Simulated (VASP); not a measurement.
# WS2 in VASP: single point with LDA

Aim: the single point of WS2 with LDA.

Program: VASP 6.6.1. These are calculated values, not measurements. Logs are shortened: lines on timing, memory, paths and dates and some standing lists are left out, and cuts for length are marked.

**1. The cell of the first run**

The cell holds a slab with vacuum, 6 atoms: a = 3.283 Å, b = 3.283 Å, c = 24.510 Å, α = 90.00°, β = 90.00°, γ = 120.00°.

**2. Single point, LDA**

File INCAR:

```
ALGO = Normal ; EDIFF = 1E-6
ENCUT = 520 ; ISIF = 2
ISMEAR = 0 ; LASPH = T
LCHARG = F ; LREAL = F
LWAVE = F ; NBANDS = 35
NELM = 100 ; PREC = Accurate
SIGMA = 0.05
```

File KPOINTS:

```
k-points
0
Gamma
  12 12 2
```

File POSCAR:

```
WS2
1.0
    3.2827376207      0.0000000000      0.0000000000
   -1.6413688103      2.8429341735      0.0000000000
    0.0000000000      0.0000000000     24.5097028875
W S
2 4
Direct
    0.3333333333      0.6666666667      0.6302757360
    0.6666666667      0.3333333333      0.3697242640
    0.3333333333      0.6666666667      0.3028928957
    0.6666666667      0.3333333333      0.5633280735
    0.3333333333      0.6666666667      0.4366719265
    0.6666666667      0.3333333333      0.6971071043
```

Potentials or basis: VASP PAW LDA potentials, release 64 (W_sv, S).

Started as:

```console
> cat potpaw_LDA.64/W_sv/POTCAR potpaw_LDA.64/S/POTCAR > POTCAR
> mpirun -np 1 vasp_std > vasp.out
```

OUTCAR:

```text
EDIFF = 1E-6
   ENCUT = 520
   ISIF = 2
   ISMEAR = 0
   LASPH = T
   LREAL = F
   NELM = 100
   PREC = Accurate

 ion  position               nearest neighbor table
   1  0.333  0.667  0.630-   6 2.51   6 2.51   6 2.51   4 2.51   4 2.51   4 2.51
   2  0.667  0.333  0.370-   3 2.51   3 2.51   3 2.51   5 2.51   5 2.51   5 2.51
   3  0.333  0.667  0.303-   2 2.51   2 2.51   2 2.51
   4  0.667  0.333  0.563-   1 2.51   1 2.51   1 2.51
   5  0.333  0.667  0.437-   2 2.51   2 2.51   2 2.51
   6  0.667  0.333  0.697-   1 2.51   1 2.51   1 2.51

  LATTYP: Found a hexagonal cell.
 ALAT       =     3.2827376207
 C/A-ratio  =     7.4662387676

  Lattice vectors:

 A1 = (   3.2827376207,   0.0000000000,   0.0000000000)
 A2 = (  -1.6413688103,   2.8429341735,   0.0000000000)
 A3 = (   0.0000000000,   0.0000000000,  24.5097028875)

Analysis of symmetry for initial positions (statically):
=====================================================================
 Subroutine PRICEL returns:
 Original cell was already a primitive cell.

 Routine SETGRP: Setting up the symmetry group for a
 hexagonal supercell.

 Subroutine GETGRP returns: Found 12 space group operations
 (whereof 12 operations were pure point group operations)
 out of a pool of 24 trial point group operations.

The static configuration has the point symmetry D_3d.

Analysis of symmetry for dynamics (positions and initial velocities):
=====================================================================
 Subroutine PRICEL returns:
 Original cell was already a primitive cell.

 Routine SETGRP: Setting up the symmetry group for a
 hexagonal supercell.

 Subroutine GETGRP returns: Found 12 space group operations
 (whereof 12 operations were pure point group operations)
 out of a pool of 24 trial point group operations.

The dynamic configuration has the point symmetry D_3d.

 Subroutine INISYM returns: Found 12 space group operations
 (whereof 12 operations are pure point group operations),
 and found     1 'primitive' translations

----------------------------------------------------------------------------------------

                                     Primitive cell

  volume of cell :     228.7394

  direct lattice vectors                    reciprocal lattice vectors
     3.282737621  0.000000000  0.000000000     0.304623797  0.175874631  0.000000000
[... 90 lines left out ...]
   LSORBIT =      F    spin-orbit coupling
   LASPH  =      T    aspherical Exc in radial PAW
   ENCUT  =  520.0 eV  38.22 Ry    6.18 a.u.   6.10  6.10 45.57*2*pi/ulx,y,z
   NELM   =    100;   NELMIN=  2; NELMDL= -5     # of ELM steps
   EDIFF  = 0.1E-05   stopping-criterion for ELM
   LREAL  =      F    real-space projection
   EDIFFG = 0.1E-04   stopping-criterion for IOM
   NSW    =      0    number of steps for IOM
   IBRION =     -1    ionic relax: 0-MD 1-quasi-New 2-CG
   NFREE  =      0    steps in history (QN), initial steepest desc. (CG)
   ISIF   =      2    stress and relaxation
   ISYM   =      2    0-nonsym 1-usesym 2-fastsym
   POTIM  = 0.5000    time-step for ionic-motion
   TEBEG  =    0.0;   TEEND  =   0.0 temperature during run
   PSTRESS=    0.0 pullay stress
   NELECT =      52.0000    total number of electrons
   NUPDOWN=      -1.0000    fix difference up-down
   EMIN   =  10.00;   EMAX   =-10.00  energy-range for DOS
   EFERMI =   0.00;   METHOD = LEGACY
   ISMEAR =     0;   SIGMA  =   0.05  broadening in eV -4-tet -1-fermi 0-gaus
   EFERMI_NEDOS =   21; number of points for ismear=-14 and -15
   IALGO  =     38    algorithm
   IMIX   =      4    mixing-type and parameters
     AMIX     =   0.40;   BMIX     =  1.00
     AMIX_MAG =   1.60;   BMIX_MAG =  1.00
  volume/ion in A,a.u.               =      38.12       257.27
  Fermi-wavevector in a.u.,A,eV,Ry     =   0.999146  1.888112 13.582596  0.998293
  Thomas-Fermi vector in A             =   2.131417
   LORBIT       =      0    0 simple, 1 ext, 2 COOP (PROOUT), +10 PAW based schemes
   GGA     = CA    functional components
   LHFCALC =     F    Hartree Fock is set to
   AEXX    =    0.0000 exact exchange contribution
   IVDW    =     0    specifies the selected vdW correction
   LEPSILON=     F    determine dielectric tensor
   LRPA    =     F    only Hartree local field effects (RPA)
 non-spin polarized calculation
 Gauss-broadening in eV      SIGMA  =   0.05
  energy-cutoff  :      520.00
  volume of cell :      228.74
 maximum number of plane-waves:      6222
   NGX = 13   NGY = 13   NGZ = 91

 number of electron      51.9999998 magnetization

 Free energy of the ion-electron system (eV)
  ---------------------------------------------------
  ext. energy  EPLUGINS =         0.00000000
  ---------------------------------------------------
  free energy    TOTEN  =       -51.35476342 eV

  energy without entropy =      -51.35476342  energy(sigma->0) =      -51.35476342

 E-fermi :   0.4836     XC(G=0):  -5.9666

 val. band max:        0.2229879763   @ k =   0.0000   0.0000   0.5000
 cond. band min:       1.5411181331   @ k =   0.1667   0.1667   0.0000
 fundamental gap:      1.3181301568
 Fermi energy:         0.4836126686

 k-point     1 :       0.0000    0.0000    0.0000
  band No.  band energies     occupation
      1     -73.8483      2.00000
      2     -73.8483      2.00000
      3     -38.2485      2.00000
      4     -38.2485      2.00000
      5     -38.1526      2.00000
      6     -38.1526      2.00000
[... 901 lines left out ...]
     34       3.8876      0.00000
     35       5.8601      0.00000

 [... further k-points ...]
[... 5 lines left out ...]
  --------------------------------------------------------------------------------------
  -------------------------------------------------------------------------------------
  Total      -13.5145561    -13.5145561    -14.7883092     -0.0000000     -0.0000000     -0.0000000
  in kB      -94.6610559    -94.6610559   -103.5829038     -0.0000000     -0.0000000     -0.0000000
  external PRESSURE =     -97.6350052 kB  Pullay stress =       0.0000000 kB

 VOLUME and BASIS-vectors are now :
 -----------------------------------------------------------------------------
  energy-cutoff  :      520.00
  volume of cell :      228.74
      direct lattice vectors                 reciprocal lattice vectors
     3.282737621  0.000000000  0.000000000     0.304623797  0.175874631  0.000000000
    -1.641368810  2.842934174  0.000000000     0.000000000  0.351749263  0.000000000
     0.000000000  0.000000000 24.509702888     0.000000000  0.000000000  0.040800168

 POSITION                                       TOTAL-FORCE (eV/Angst)
 -----------------------------------------------------------------------------------
     -0.00000      1.89529     15.44787         0.000000      0.000000     -0.006645
      1.64137      0.94764      9.06183        -0.000000      0.000000      0.006645
     -0.00000      1.89529      7.42381        -0.000000     -0.000000      2.206615
      1.64137      0.94764     13.80700         0.000000     -0.000000      2.134113
     -0.00000      1.89529     10.70270        -0.000000      0.000000     -2.134113
      1.64137      0.94764     17.08589        -0.000000      0.000000     -2.206615
 -----------------------------------------------------------------------------------
    total drift:                                0.000000      0.000000     -0.000000

  FREE ENERGIE OF THE ION-ELECTRON SYSTEM (eV)
  ---------------------------------------------------
  free  energy   TOTEN  =       -51.3547634158 eV

  energy  without entropy=      -51.3547634158  energy(sigma->0) =      -51.35476342
```

stdout:

```text
POSCAR found type information on POSCAR W S
 POSCAR found :  2 types and       6 ions
 scaLAPACK will be used
 LDA part: xc-table for (Slater(with rela. corr.)+CA(PZ))
 , standard interpolation
 POSCAR, INCAR and KPOINTS ok, starting setup
 FFT: planning ... GRIDC
 FFT: planning ... GRID_SOFT
 FFT: planning ... GRID
 WAVECAR not read
 entering main loop
```

It took 6.4 min on 1 thread of AMD EPYC 7R13 (Zen 3), shared host; peak memory 0.38 GiB.

Results:

| Item | Value |
| --- | --- |
| Free energy | -51.3548 eV |
| Largest force | 2.207 eV/Å |
| Band gap on the k mesh | 1.32 eV, indirect (least direct gap 1.60 eV) |

Forces on the atoms (eV/Å):
```
W    0.000  0.000 -0.007
W    0.000  0.000  0.007
S    0.000  0.000  2.207
S    0.000  0.000  2.134
S    0.000  0.000 -2.134
S    0.000  0.000 -2.207
```

Caveat: spin-orbit coupling is left out, which moves the levels of the heavy elements.
